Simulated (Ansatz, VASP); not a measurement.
# Two plane-wave programs on TiSi

```
Ti Si
1.0
     1.81618   -2.11762    0.00000
     1.81618    2.11762    0.00000
     0.00000    0.00000    3.80393
Ti Si
1 1
Direct
  0.50000 0.50000 0.00000
  0.00000 0.00000 0.50000
```

Alike in both runs: task single point; functional r2SCAN; k mesh 4 × 4 × 2; occupations gaussian, width 0.1 eV; no spin polarisation.

```csv
,VASP,Ansatz
version,VASP 6.6.1,Ansatz 0.2.0
potentials or method,"VASP PAW PBE potentials, release 64 (Ti_sv, Si), cutoff 520 eV","scalar-relativistic, plane waves, PAW"
valence electrons in the cell,16,16
```

Ansatz gave:

```
gap on the k mesh at the Fermi level (eV)                     : none
pressure (GPa)                                                : -2.9
traceless stress, the component that is largest in VASP (GPa) : 4.61
```

**Question.** Estimate VASP's values.

**Answer.** gap on the k mesh at the Fermi level (eV): none; pressure (GPa): -2.5; traceless stress, the component that is largest in VASP (GPa): 4.59.

VASP's potentials were made for PBE, not for r2SCAN. A gap of «none» marks a metal or a gap that the smearing closes. The functional is the same, so the differences come from potentials, cutoffs and numerics.

The k mesh is coarse, so the values compare programs but aren't converged.
